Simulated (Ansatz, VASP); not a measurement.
# WSe2: VASP beside Ansatz

The input INCAR:

```
SYSTEM = WSe2
PREC = Accurate
ENCUT = 520
EDIFF = 1E-6
ISMEAR = 0
SIGMA = 0.05
LREAL = .False.
LASPH = .True.
NELM = 100
ALGO = Normal
ISIF = 2
LWAVE = .False.
LCHARG = .False.
GGA = PS
NBANDS = 20
```

File KPOINTS:

```
Automatic mesh
0
Gamma
  9 9 2
  0 0 0
```

The input POSCAR:

```
WSe2
1.0
    3.3137062657      0.0000000000      0.0000000000
   -1.6568531328      2.8697538067      0.0000000000
    0.0000000000      0.0000000000     16.6611439352
W Se
1 2
Direct
    0.0000000000      0.0000000000     -0.0020625895
    0.3333333333      0.6666666667      0.1027998978
    0.3333333333      0.6666666667      0.9020016932
```

Input for Ansatz:

```yaml
crystal:
  lattice:
    - [3.3137062657, 0.0, 0.0]
    - [-1.6568531328, 2.8697538067, 0.0]
    - [0.0, 0.0, 16.6611439352]
  atoms:
    - { symbol: W, position: [0.0, 0.0, -0.0020625895] }
    - { symbol: Se, position: [0.3333333333, 0.6666666667, 0.1027998978] }
    - { symbol: Se, position: [0.3333333333, 0.6666666667, 0.9020016932] }
basis:
  ecutwfc: 420
kpoints:
  mp_grid: { grid: [9, 9, 2] }
hamiltonian:
  xc: pbesol
  pseudopotentials: { kind: paw, azcp: { folder: soft_1 } }
scf:
  occupations: { method: gaussian, width: 0.05 }
output:
  forces: true
  stress: true
  eigenvalues: true
```

Change from the starting cell: mode 9 frozen in at -0.040 Å, equal normal strain along x and y +0.0133.

Alike in both runs: task single point; functional PBEsol; k mesh 9 × 9 × 2; occupations gaussian, width 0.05 eV; no spin polarisation.

|  | VASP | Ansatz |
| --- | --- | --- |
| version | VASP 6.6.1 | Ansatz 0.2.0 |
| potentials or method | VASP PAW PBE potentials, release 64 (W_sv, Se), cutoff 520 eV | scalar-relativistic, plane waves, PAW |
| valence electrons in the cell | 26 | 46 |

|  | VASP | Ansatz | Ansatz less VASP |
| --- | --- | --- | --- |
| gap on the k mesh at the Fermi level (eV) | 1.55 | 1.56 | +0.004 |
| least direct gap on the mesh (eV) | 1.55 | 1.56 | +0.004 |
| rms of the force components (eV/Å) | 0.854 | 0.850 | -0.0039 |

VASP's potentials were made for PBE, not for PBEsol, and Ansatz warns of the same on its side. Atom by atom the forces differ by 0.028 eV/Å (rms over components). The functional is the same, so the differences come from potentials, cutoffs and numerics. VASP's potentials hold 26 valence electrons a cell and Ansatz's 46, so a difference there can come from the potentials and not from the codes.

Spin-orbit coupling is off throughout.
